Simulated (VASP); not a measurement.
# RbLi (P4/mmm) in VASP: further runs

Runs on RbLi. Level: PBE. Tasks: single point, relaxation of cell and atoms.

Everything below comes from runs of VASP 6.6.1. Logs are shortened: lines on timing, memory, paths and dates and some standing lists are left out, and cuts for length are marked.

## (1) The cell of the first run

The structure is tetragonal, space group P4/mmm (No. 123). Conventional cell: a = 4.503 Å, b = 4.503 Å, c = 5.106 Å, α = 90.00°, β = 90.00°, γ = 90.00°. Rb (site symmetry 4/mmm) has 8 Li at 4.08 Å and 6 Rb at 4.50 to 5.11 Å within 5.4 Å. Li (site symmetry 4/mmm) has 8 Rb at 4.08 Å and 6 Li at 4.50 to 5.11 Å within 5.4 Å.

## (2) Single point, PBE

File INCAR:

```
PREC = Accurate
ENCUT = 520
EDIFF = 1E-6
ISMEAR = 0
SIGMA = 0.1
LREAL = F
LASPH = T
NELM = 80
ALGO = Normal
ISIF = 2
LWAVE = F
LCHARG = F
GGA = PE
NBANDS = 13
```

File KPOINTS:

```
Automatic mesh
0
Gamma
  6 6 4
```

File POSCAR:

```
RbLi
1.0
    4.5030810439      0.0000000000      0.0000000000
    0.0000000000      4.5030810439      0.0000000000
    0.0000000000      0.0000000000      5.1064063769
Rb Li
1 1
Direct
    0.5000000000      0.5000000000      0.5000000000
    0.0000000000      0.0000000000      0.0000000000
```

Potentials or basis: VASP PAW PBE potentials, release 64 (Rb_sv, Li_sv).

The run is started by

```console
$ cat potpaw_PBE.64/Rb_sv/POTCAR potpaw_PBE.64/Li_sv/POTCAR > POTCAR
$ mpirun -np 1 vasp_std > vasp.out
```

OUTCAR:

```text
PREC = Accurate
   ENCUT = 520
   EDIFF = 1E-6
   ISMEAR = 0
   LREAL = F
   LASPH = T
   NELM = 80
   ISIF = 2
   GGA = PE

 ion  position               nearest neighbor table
   1  0.500  0.500  0.500-   2 4.08   2 4.08   2 4.08   2 4.08   2 4.08   2 4.08   2 4.08   2 4.08

   2  0.000  0.000  0.000-   1 4.08   1 4.08   1 4.08   1 4.08   1 4.08   1 4.08   1 4.08   1 4.08

  LATTYP: Found a simple tetragonal cell.
 ALAT       =     4.5030810439
 C/A-ratio  =     1.1339805629

  Lattice vectors:

 A1 = (   4.5030810439,   0.0000000000,   0.0000000000)
 A2 = (   0.0000000000,   4.5030810439,   0.0000000000)
 A3 = (   0.0000000000,   0.0000000000,   5.1064063769)

Analysis of symmetry for initial positions (statically):
=====================================================================
 Subroutine PRICEL returns:
 Original cell was already a primitive cell.

 Routine SETGRP: Setting up the symmetry group for a
 simple tetragonal supercell.

 Subroutine GETGRP returns: Found 16 space group operations
 (whereof 16 operations were pure point group operations)
 out of a pool of 16 trial point group operations.

The static configuration has the point symmetry D_4h.

Analysis of symmetry for dynamics (positions and initial velocities):
=====================================================================
 Subroutine PRICEL returns:
 Original cell was already a primitive cell.

 Routine SETGRP: Setting up the symmetry group for a
 simple tetragonal supercell.

 Subroutine GETGRP returns: Found 16 space group operations
 (whereof 16 operations were pure point group operations)
 out of a pool of 16 trial point group operations.

The dynamic configuration has the point symmetry D_4h.

 Subroutine INISYM returns: Found 16 space group operations
 (whereof 16 operations are pure point group operations),
 and found     1 'primitive' translations

----------------------------------------------------------------------------------------

                                     Primitive cell

  volume of cell :     103.5464

  direct lattice vectors                    reciprocal lattice vectors
     4.503081044  0.000000000  0.000000000     0.222070176  0.000000000  0.000000000
     0.000000000  4.503081044  0.000000000     0.000000000  0.222070176  0.000000000
     0.000000000  0.000000000  5.106406377     0.000000000  0.000000000  0.195832436

  length of vectors
     4.503081044  4.503081044  5.106406377     0.222070176  0.222070176  0.195832436

  position of ions in fractional coordinates (direct lattice)
     0.500000000  0.500000000  0.500000000
     0.000000000  0.000000000  0.000000000

  ion indices of the primitive-cell ions
   primitive index   ion index
                 1           1
                 2           2

----------------------------------------------------------------------------------------

 KPOINTS: Automatic mesh

Automatic generation of k-mesh.
 Grid dimensions read from file:
 generate k-points for:    6    6    4

 Generating k-lattice:

  Cartesian coordinates                     Fractional coordinates (reciprocal lattice)
     0.037011696  0.000000000  0.000000000     0.166666667  0.000000000  0.000000000
     0.000000000  0.037011696  0.000000000     0.000000000  0.166666667  0.000000000
     0.000000000  0.000000000  0.048958109     0.000000000  0.000000000  0.250000000

  Length of vectors
     0.037011696  0.037011696  0.048958109

  Shift w.r.t. Gamma in fractional coordinates (k-lattice)
     0.000000000  0.000000000  0.000000000

 Subroutine IBZKPT returns following result:
 ===========================================

 Found     30 irreducible k-points:

 Following reciprocal coordinates:
            Coordinates               Weight
  0.000000  0.000000  0.000000      1.000000
  0.166667  0.000000  0.000000      4.000000
  0.333333  0.000000  0.000000      4.000000
  0.500000  0.000000  0.000000      2.000000
  0.166667  0.166667  0.000000      4.000000
  0.333333  0.166667  0.000000      8.000000
[... 16 lines left out ...]
  0.333333  0.000000  0.500000      4.000000
  0.500000  0.000000  0.500000      2.000000
 [... further k-points ...]
   k-points           NKPTS =     30   k-points in BZ     NKDIM =     30   number of bands    NBANDS=     13
   number of dos      NEDOS =    301   number of ions     NIONS =      2
   total plane-waves  NPLWV =  51840
   dimension x,y,z NGX =    36 NGY =   36 NGZ =   40
   dimension x,y,z NGXF=    72 NGYF=   72 NGZF=   80
   ions per type =               1   1
   NGX,Y,Z   is equivalent  to a cutoff of  13.29, 13.29, 13.02 a.u.
   NGXF,Y,Z  is equivalent  to a cutoff of  26.58, 26.58, 26.05 a.u.
 SYSTEM =  unknown system
   PREC   = accura    normal or accurate (medium, high low for compatibility)
   ISTART =      0    job   : 0-new  1-cont  2-samecut
   ICHARG =      2    charge: 1-file 2-atom 10-const
   ISPIN  =      1    spin polarized calculation?
   LNONCOLLINEAR =      F non collinear calculations
   LSORBIT =      F    spin-orbit coupling
   LASPH  =      T    aspherical Exc in radial PAW
   ENCUT  =  520.0 eV  38.22 Ry    6.18 a.u.   8.37  8.37  9.49*2*pi/ulx,y,z
   NELM   =     80;   NELMIN=  2; NELMDL= -5     # of ELM steps
   EDIFF  = 0.1E-05   stopping-criterion for ELM
   LREAL  =      F    real-space projection
   EDIFFG = 0.1E-04   stopping-criterion for IOM
   NSW    =      0    number of steps for IOM
   IBRION =     -1    ionic relax: 0-MD 1-quasi-New 2-CG
   NFREE  =      0    steps in history (QN), initial steepest desc. (CG)
   ISIF   =      2    stress and relaxation
   ISYM   =      2    0-nonsym 1-usesym 2-fastsym
   POTIM  = 0.5000    time-step for ionic-motion
   TEBEG  =    0.0;   TEEND  =   0.0 temperature during run
   PSTRESS=    0.0 pullay stress
   NELECT =      12.0000    total number of electrons
   NUPDOWN=      -1.0000    fix difference up-down
   EMIN   =  10.00;   EMAX   =-10.00  energy-range for DOS
   EFERMI =   0.00;   METHOD = LEGACY
   ISMEAR =     0;   SIGMA  =   0.10  broadening in eV -4-tet -1-fermi 0-gaus
   EFERMI_NEDOS =   21; number of points for ismear=-14 and -15
   IALGO  =     38    algorithm
   IMIX   =      4    mixing-type and parameters
     AMIX     =   0.40;   BMIX     =  1.00
     AMIX_MAG =   1.60;   BMIX_MAG =  1.00
  volume/ion in A,a.u.               =      51.77       349.38
  Fermi-wavevector in a.u.,A,eV,Ry     =   0.798161  1.508305  8.667732  0.637060
  Thomas-Fermi vector in A             =   1.905018
   LORBIT       =      0    0 simple, 1 ext, 2 COOP (PROOUT), +10 PAW based schemes
   GGA     = PE    functional components
   LHFCALC =     F    Hartree Fock is set to
   AEXX    =    0.0000 exact exchange contribution
   IVDW    =     0    specifies the selected vdW correction
   LEPSILON=     F    determine dielectric tensor
   LRPA    =     F    only Hartree local field effects (RPA)
 non-spin polarized calculation
 Gauss-broadening in eV      SIGMA  =   0.10
  energy-cutoff  :      520.00
  volume of cell :      103.55
 maximum number of plane-waves:      2834
 NGX is ok and might be reduce to    36
   NGX = 17   NGY = 17   NGZ = 19

 number of electron      12.0000007 magnetization

 Free energy of the ion-electron system (eV)
  ---------------------------------------------------
  ext. energy  EPLUGINS =         0.00000000
  ---------------------------------------------------
  free energy    TOTEN  =        -2.40786684 eV

  energy without entropy =       -2.39896931  energy(sigma->0) =       -2.40341808

 E-fermi :   0.1160     XC(G=0):  -6.0855

 val. band max:        0.0619924910   @ k =   0.5000   0.0000   0.5000
 cond. band min:       0.1316541481   @ k =   0.5000   0.1667   0.2500
 fundamental gap:      0.0696616572
 Fermi energy:         0.1160431694

 k-point     1 :       0.0000    0.0000    0.0000
  band No.  band energies     occupation
      1     -47.7262      2.00000
      2     -28.1883      2.00000
      3     -12.2531      2.00000
      4     -12.2399      2.00000
      5     -12.2399      2.00000
      6      -2.3048      2.00000
      7       2.2561      0.00000
      8       2.7605      0.00000
      9       2.7896      0.00000
     10       4.0978      0.00000
     11       4.0978      0.00000
     12       6.0106      0.00000
     13       6.0106      0.00000

 k-point     2 :       0.1667    0.0000    0.0000
  band No.  band energies     occupation
      1     -47.7262      2.00000
      2     -28.1867      2.00000
      3     -12.2811      2.00000
      4     -12.2487      2.00000
      5     -12.2362      2.00000
      6      -2.0721      2.00000
      7       2.0114      0.00000
      8       2.5573      0.00000
      9       2.7297      0.00000
     10       4.0210      0.00000
     11       4.3759      0.00000
     12       5.9372      0.00000
     13       6.1023      0.00000

 k-point     3 :       0.3333    0.0000    0.0000
  band No.  band energies     occupation
      1     -47.7262      2.00000
      2     -28.1835      2.00000
      3     -12.3618      2.00000
      4     -12.2399      2.00000
      5     -12.2288      2.00000
      6      -1.4197      2.00000
      7       0.7953      0.00000
      8       2.5918      0.00000
      9       2.9952      0.00000
     10       3.8356      0.00000
     11       5.2687      0.00000
     12       6.0257      0.00000
     13       6.3194      0.00000
[... 305 lines left out ...]
 k-point    23 :       0.3333    0.0000    0.5000
  band No.  band energies     occupation
      1     -47.7262      2.00000
      2     -28.1824      2.00000
      3     -12.3553      2.00000
      4     -12.2896      2.00000
      5     -12.2252      2.00000
      6      -0.3125      2.00000
      7       0.1602      0.53220
      8       1.4643      0.00000
      9       2.5906      0.00000
     10       4.3228      0.00000
     11       5.0906      0.00000
     12       5.8979      0.00000
     13       6.3519      0.00000

 k-point    24 :       0.5000    0.0000    0.5000
  band No.  band energies     occupation
      1     -47.7262      2.00000
      2     -28.1808      2.00000
      3     -12.3939      2.00000
      4     -12.2841      2.00000
      5     -12.2216      2.00000
      6       0.0620      1.55537
      7       0.7810      0.00000
      8       0.9623      0.00000
      9       1.6741      0.00000
     10       4.8262      0.00000
     11       5.2012      0.00000
     12       5.2142      0.00000
     13       6.1406      0.00000

 [... further k-points ...]
[... 5 lines left out ...]
  --------------------------------------------------------------------------------------
  -------------------------------------------------------------------------------------
  Total        0.1516108      0.1516108      0.0321194      0.0000000      0.0000000     -0.0000000
  in kB        2.3458799      2.3458799      0.4969853      0.0000000      0.0000000     -0.0000000
  external PRESSURE =       1.7295817 kB  Pullay stress =       0.0000000 kB

 VOLUME and BASIS-vectors are now :
 -----------------------------------------------------------------------------
  energy-cutoff  :      520.00
  volume of cell :      103.55
      direct lattice vectors                 reciprocal lattice vectors
     4.503081044  0.000000000  0.000000000     0.222070176  0.000000000  0.000000000
     0.000000000  4.503081044  0.000000000     0.000000000  0.222070176  0.000000000
     0.000000000  0.000000000  5.106406377     0.000000000  0.000000000  0.195832436

 POSITION                                       TOTAL-FORCE (eV/Angst)
 -----------------------------------------------------------------------------------
      2.25154      2.25154      2.55320         0.000000      0.000000      0.000000
      0.00000      0.00000      0.00000         0.000000      0.000000      0.000000
 -----------------------------------------------------------------------------------
    total drift:                                0.000000      0.000000      0.000000

  FREE ENERGIE OF THE ION-ELECTRON SYSTEM (eV)
  ---------------------------------------------------
  free  energy   TOTEN  =        -2.4078668441 eV

  energy  without entropy=       -2.3989693130  energy(sigma->0) =       -2.40341808
```

Wall time 15 s (1 thread of Intel Xeon Platinum 8488C (Sapphire Rapids), shared host); peak memory 0.22 GiB.

Results:

```
Free energy            : -2.4079 eV
Band gap on the k mesh : zero (band 6 reaches 0.85 eV, above the bottom of band 7 at -0.77 eV)
```

Caveat: the cutoff is under 1.25 times the usual one of these potentials, so pressure, stress and relaxed cells hold a basis-set (Pulay) error.

## (3) Relaxation of cell and atoms, PBE

This run uses another cell than the first one, of 27.82 Å³/atom, 0.537 times its volume.

File INCAR:

```
SYSTEM = RbLi
PREC = Accurate
ENCUT = 600
EDIFF = 1E-7
ISMEAR = 0
SIGMA = 0.1
LREAL = .FALSE.
LASPH = .TRUE.
NELM = 60
ALGO = Normal
ISIF = 3
LWAVE = .FALSE.
LCHARG = .FALSE.
GGA = PE
IBRION = 2
NSW = 90
EDIFFG = -0.04
```

File KPOINTS:

```
Automatic mesh
0
G
  6 6 4
  0 0 0
```

File POSCAR:

```
RbLi
1.0
    3.4883583525      0.0000000000      0.0000000000
    0.0000000000      3.4883583525      0.0000000000
    0.0000000000      0.0000000000      4.5722411263
Rb Li
1 1
Direct
    0.5000000000      0.5000000000      0.5000000000
    0.0000000000      0.0000000000      0.0000000000
```

Potentials or basis: VASP PAW PBE potentials, release 64 (Rb_sv, Li_sv).

The run is started by

```console
$ cat potpaw_PBE.64/Rb_sv/POTCAR potpaw_PBE.64/Li_sv/POTCAR > POTCAR
$ mpirun -np 1 vasp_std > vasp.out
```

Wall time 55 s (1 thread of Intel Xeon Platinum 8488C (Sapphire Rapids), shared host); peak memory 0.19 GiB.

The run converged. Its results:

```
Free energy                            : -2.3235 eV
Relaxed volume                         : 48.20 Å³/atom
Relaxed cell                           : a = 4.290 Å, b = 4.290 Å, c = 5.239 Å, α = 90.00°, β = 90.00°, γ = 90.00°
Space group after relaxing (to 0.05 Å) : P4/mmm (No. 123)
Energy gained by relaxing              : 412.0 meV/atom
Ionic steps                            : 8
Pressure after relaxing                : 0.0 GPa
Band gap on the k mesh                 : zero (band 6 reaches 0.96 eV, above the bottom of band 7 at -0.68 eV)
```

Step by step:
```
step  energy change (eV)  largest force (eV/Å)  pressure (GPa)  volume (Å³)
   1              0.0000                0.0000            8.81        55.64
   2             -0.5062                0.0000            4.08        68.88
   3             -0.7920                0.0000            0.72        89.47
   4             -0.8059                0.0000            0.03        96.01
   5             -0.8123                0.0000            0.00        96.38
   6             -0.8226                0.0000           -0.08        97.30
   7             -0.8235                0.0000           -0.12        97.59
   8             -0.8240                0.0000           -0.01        96.41
```

Final structure:
```
CELL_PARAMETERS angstrom
4.28990 0.00000 0.00000
0.00000 4.28990 0.00000
0.00000 0.00000 5.23852
ATOMIC_POSITIONS crystal
Rb 0.50000 0.50000 0.50000
Li 0.00000 0.00000 0.00000
```

Levels at points of the mesh, in eV from the Fermi level:
```csv
k point,band 2,band 3,band 4,band 5,band 6,band 7,band 8,band 9,band 10
"(0.00, 0.00, 0.00)",-28.33,-12.40,-12.36,-12.36,-2.52,1.87,2.32,2.71,4.45
"(0.50, 0.00, 0.00)",-28.32,-12.61,-12.37,-12.34,-0.66,-0.29,2.03,3.19,3.99
"(0.50, 0.50, 0.00)",-28.31,-12.57,-12.57,-12.34,0.29,1.20,1.20,2.16,3.79
"(0.00, 0.00, 0.50)",-28.33,-12.44,-12.36,-12.36,-1.17,-1.01,3.11,3.79,3.79
"(0.50, 0.00, 0.50)",-28.32,-12.60,-12.41,-12.33,-0.08,0.58,0.90,1.54,4.88
"(0.50, 0.50, 0.50)",-28.31,-12.56,-12.56,-12.37,0.62,0.81,0.81,2.65,3.82
```

Caveat: the cutoff is under 1.25 times the usual one of these potentials, so pressure, stress and relaxed cells hold a basis-set (Pulay) error; the volume moved by over 15 % at a fixed basis, so the end points are rough.
